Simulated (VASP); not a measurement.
Here is a VASP 6.6.1 calculation.

INCAR

```
SYSTEM = BaCaBr4
PREC = Accurate
ENCUT = 520
EDIFF = 1E-7
ISMEAR = 0
SIGMA = 0.1
LREAL = .FALSE.
LASPH = .TRUE.
NELM = 100
ALGO = Normal
ISIF = 2
LWAVE = .FALSE.
LCHARG = .TRUE.
GGA = PE
LELF = .TRUE.
LVHAR = .TRUE.
NBANDS = 33
```

KPOINTS

```
regular mesh
0
G
  6 6 8
  0 0 0
```

POSCAR

```
BaCaBr4
1.0
    8.5152578871      0.0000000000      0.0000000000
    0.0000000000      8.5152578871      0.0000000000
    0.0000000000      0.0000000000      4.5912007821
Ba Ca Br
1 1 4
Direct
    0.5000000000      0.5000000000      0.0000000000
    0.0000000000      0.0000000000      0.5000000000
    0.6829464431      0.0000000000      0.5000000000
    0.3170535569      0.0000000000      0.5000000000
    0.0000000000      0.6829464431      0.5000000000
    0.0000000000      0.3170535569      0.5000000000
```

Potentials or basis: VASP PAW PBE potentials, release 64 (Ba_sv, Ca_sv, Br).

The run is started by

```console
$ cat potpaw_PBE.64/Ba_sv/POTCAR potpaw_PBE.64/Ca_sv/POTCAR potpaw_PBE.64/Br/POTCAR > POTCAR
$ mpirun -np 1 vasp_std > vasp.out
```

Q: Estimate the pressure.

A: 0.0 GPa.

Q: Predict the band gap on the k mesh.

A: Zero (bands 24 and 25 overlap by 0.29 eV).

Q: Predict the largest force.

A: 0.025 eV/Å.

Forces on the atoms (eV/Å):
```
Ba   0.000  0.000  0.000
Ca   0.000  0.000  0.000
Br  -0.025  0.000  0.000
Br   0.025  0.000  0.000
Br   0.000 -0.025  0.000
Br   0.000  0.025  0.000
```

Caveat: semilocal functionals underestimate gaps, and a narrow one can read as zero; spin-orbit coupling is left out, which moves the levels of the heavy elements.
